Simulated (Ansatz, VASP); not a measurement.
# One calculation of TiAl, two programs

```
CELL_PARAMETERS angstrom
2.82425 0.00000 0.00000
-1.41213 2.44588 0.00000
0.00000 0.00000 4.67808
ATOMIC_POSITIONS crystal
Ti 0.00000 0.00000 0.00000
Al 0.33333 0.66667 0.50000
```

Change from the starting cell: strain -0.015 along x and y, +0.000 along z, atoms carried along.

Alike in both runs: task single point; functional PBEsol; k mesh 18 × 18 × 10; occupations gaussian, width 0.15 eV; no spin polarisation.

```csv
,VASP,Ansatz
version,VASP 6.6.1,Ansatz 0.2.0
potentials or method,"VASP PAW PBE potentials, release 64 (Ti_sv, Al), cutoff 520 eV","scalar-relativistic, plane waves, PAW"
valence electrons in the cell,15,15
```

Ansatz gave:

| Item | Value |
| --- | --- |
| gap on the k mesh at the Fermi level (eV) | none |
| pressure (GPa) | 0.2 |
| traceless stress, the component that is largest in VASP (GPa) | -2.19 |

What did VASP give for the same quantities?

gap on the k mesh at the Fermi level (eV): none; pressure (GPa): 0.3; traceless stress, the component that is largest in VASP (GPa): -2.12.

VASP's potentials were made for PBE, not for PBEsol. A gap of «none» marks a metal or a gap that the smearing closes.
